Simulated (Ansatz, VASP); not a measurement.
# GaSnH3: VASP beside Ansatz

```xyz
5
Lattice="4.1498 0.0000 0.0000 0.0000 4.1498 0.0000 0.0000 0.0000 4.1498" Properties=species:S:1:pos:R:3 pbc="T T T"
Ga    0.0000    0.0000    0.0000
Sn    2.0749    2.0749    2.0749
H     0.0000    2.0749    2.0749
H     2.0749    0.0000    2.0749
H     2.0749    2.0749    0.0000
```

Change from the starting cell: species swapped into the Ca3SnO type (Pm-3m, No. 221).

Alike in both runs: functional PBE; k mesh 10 × 10 × 10; occupations gaussian, width 0.1 eV; no spin polarisation.

Ansatz relaxed the structure, and its values are those at the end. VASP's run is a single point on that final structure, the one shown.

```csv
,VASP,Ansatz
version,VASP 6.6.1,Ansatz 0.2.0
potentials or method,"VASP PAW PBE potentials, release 64 (Ga_d, Sn_d, H), cutoff 520 eV","scalar-relativistic, plane waves, PAW"
valence electrons in the cell,30,30
```

VASP gave:

* gap on the k mesh at the Fermi level (eV): none
* pressure (GPa): -0.1

Question: What did Ansatz give for the same quantities?

Answer: gap on the k mesh at the Fermi level (eV): none; pressure (GPa): 0.0.

A gap of «none» marks a metal or a gap that the smearing closes.
